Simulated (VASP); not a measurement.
Wanted: the native input for a VASP 6.6.1 run.

| Item | Value |
| --- | --- |
| Task | single point |
| Functional | LDA |
| Potentials or basis | VASP PAW LDA potentials, release 64 (Al, N) |
| Cutoff | 520 eV |
| k mesh | 9 × 9 × 7 |
| Occupations | fermi-dirac, width 0.05 eV |
| Spin | no spin polarisation |
| Dipole correction | no |
| Further INCAR settings | ALGO = Normal; EDIFF = 1e-06; NBANDS = 16 |

The structure of AlN lies in POSCAR:

```
AlN
1.0
    3.2673519336      0.0000000000      0.0000000000
   -1.6336759668      2.8296097776      0.0000000000
    0.0000000000      0.0000000000      4.1309673730
Al N
2 2
Direct
    0.6666666667      0.3333333333      0.2500000000
    0.3333333333      0.6666666667      0.7500000000
    0.6666666667      0.3333333333      0.7500000000
    0.3333333333      0.6666666667      0.2500000000
```

This cell differs from its parent crystal: volume scaled by 0.96.

One way to write it, as run:

INCAR

```
SYSTEM = AlN
ALGO     = Normal         ! electronic algorithm
EDIFF    = 1E-6           ! SCF threshold, eV
ENCUT    = 520            ! plane-wave cutoff, eV
ISIF     = 2              ! what is computed and relaxed
ISMEAR   = -1             ! smearing method
LASPH    = .True.         ! aspherical terms in the spheres
LCHARG   = .False.        ! write CHGCAR
LREAL    = .False.        ! projectors in reciprocal space
LWAVE    = .False.        ! write WAVECAR
NBANDS   = 16             ! bands
NELM     = 60             ! most SCF steps
PREC     = Accurate       ! precision mode
SIGMA    = 0.05           ! smearing width, eV
```

KPOINTS

```
k-points
0
Gamma
  9 9 7
  0 0 0
```

Potentials or basis: VASP PAW LDA potentials, release 64 (Al, N).

Command:

```bash
$ cat potpaw_LDA.64/Al/POTCAR potpaw_LDA.64/N/POTCAR > POTCAR
$ mpirun -np 1 vasp_std > vasp.out
```

Results of the run:

```json
{
  "Pressure": "0.4 GPa",
  "Band gap on the k mesh": "3.59 eV, direct"
}
```

It took 13 s on 1 thread of AMD EPYC 7R13 Processor (Zen 3), on a shared host, peak memory 0.11 GiB.
